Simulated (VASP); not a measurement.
**WC: single point with PBEsol**

Crystal: WC.

```xyz
2
Lattice="2.9005 0.0000 0.0000 -1.4503 2.5119 0.0000 0.0000 0.0000 2.8290" Properties=species:S:1:pos:R:3 pbc="T T T"
W     0.0000    0.0000    0.0000
C     1.4503    0.8373    1.4145
```

```yaml
Program: VASP 6.6.1
Task: single point
Functional: PBEsol
Potentials_or_basis: VASP PAW PBE potentials, release 64 (W_sv, C)
Cutoff: 520 eV
k_mesh: 13 × 13 × 12
Occupations: fermi-dirac, width 0.05 eV
Spin: no spin polarisation
```

```
Pressure               : 0.4 GPa
Band gap on the k mesh : zero (band 9 reaches 11.70 eV, above the bottom of band 10 at 10.43 eV)
```

Stress tensor (GPa, compression positive):
```
0.48 0.00 0.00
0.00 0.48 0.00
0.00 0.00 0.37
```

Levels at points of the mesh, in eV from the Fermi level:
```csv
k point,band 7,band 8,band 9,band 10,band 11,band 12
"(0.00, 0.00, 0.00)",-3.37,-3.37,0.11,3.25,3.25,5.69
"(0.00, 0.00, 0.50)",-2.04,-2.04,-0.61,-0.61,3.72,4.54
```

It took 15 s on 1 thread of Intel(R) Xeon(R) 6975P-C (Granite Rapids), on a shared host, peak memory 0.17 GiB.

Caveat: the PAW data sets were made with another functional, which shifts forces and pressure a little; spin-orbit coupling is left out, which moves the levels of the heavy elements.
